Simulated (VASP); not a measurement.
Crystal: F.

```
F
1.0
     2.75000   -1.64000    0.00000
     2.75000    1.64000    0.00000
    -1.53472    0.00000    7.11639
F
4
Direct
  0.96800 0.60200 0.09970
  0.39800 0.03200 0.40030
  0.03200 0.39800 0.90030
  0.60200 0.96800 0.59970
```

Base run:

| Quantity | Value |
| --- | --- |
| Program | VASP 6.6.1 |
| Functional | PBE |
| Potentials or basis | VASP PAW PBE potentials, release 64 (F) |
| Cutoff | 520 eV |
| k mesh | 6 × 6 × 2, shifted |
| Occupations | gaussian, width 0.02 eV |
| Spin | no spin polarisation |

Its results: band gap on the k mesh 2.07 eV; pressure -4.0 GPa; largest force 1.665 eV/Å.

Problem. The run is repeated on the same cell with these changes: k mesh from 6 × 6 × 2, shifted to 2 × 2 × 1, through Γ. What comes out?

Solution. Band gap on the k mesh 1.92 eV; pressure -3.6 GPa; largest force 1.706 eV/Å.

Caveats: some runs use coarse meshes; forces of over 1 eV/Å act on the atoms, so gaps and moduli don't describe the material at rest; the cell stands under tension (at least some runs); a shifted mesh leaves out Γ, where band edges can lie (at least some runs); an odd mesh through Γ misses points on the zone boundary, where band edges can lie (at least some runs).
